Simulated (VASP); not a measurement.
Wanted: the native input for a VASP 6.6.1 run.

- Task: single point
- Functional: LDA
- Potentials or basis: VASP PAW LDA potentials, release 64 (Au)
- Cutoff: 520 eV
- k mesh: 13 × 13 × 13
- Occupations: fermi-dirac, width 1 eV
- Spin: no spin polarisation
- Dipole correction: no
- Further INCAR settings: ALGO = Normal; EDIFF = 1e-06; NBANDS = 12

The structure of Au lies in POSCAR:

```
Au
1.0
    0.0000000000      2.0229622709      2.0229622709
    2.0229622709      0.0000000000      2.0229622709
    2.0229622709      2.0229622709      0.0000000000
Au
1
Direct
    0.0000000000      0.0000000000      0.0000000000
```

One way to write it, as run:

INCAR

```
SYSTEM = Au
ALGO     = Normal         ! electronic algorithm
EDIFF    = 1E-6           ! SCF threshold, eV
ENCUT    = 520            ! plane-wave cutoff, eV
ISIF     = 2              ! what is computed and relaxed
ISMEAR   = -1             ! smearing method
LASPH    = .TRUE.         ! aspherical terms in the spheres
LCHARG   = .FALSE.        ! write CHGCAR
LREAL    = .FALSE.        ! projectors in reciprocal space
LWAVE    = .FALSE.        ! write WAVECAR
NBANDS   = 12             ! bands
NELM     = 60             ! most SCF steps
PREC     = Accurate       ! precision mode
SIGMA    = 1.0            ! smearing width, eV
```

KPOINTS

```
k-points
0
G
  13 13 13
  0 0 0
```

Potentials or basis: VASP PAW LDA potentials, release 64 (Au).

Run with:

```console
$ cat potpaw_LDA.64/Au/POTCAR > POTCAR
$ mpirun -np 1 vasp_std > vasp.out
```

It gave:

```json
{
  "Pressure": "7.8 GPa"
}
```

Wall time 6.3 s on 1 thread of Intel(R) Xeon(R) Platinum 8488C (Sapphire Rapids), with other jobs on the host, peak memory 0.14 GiB.
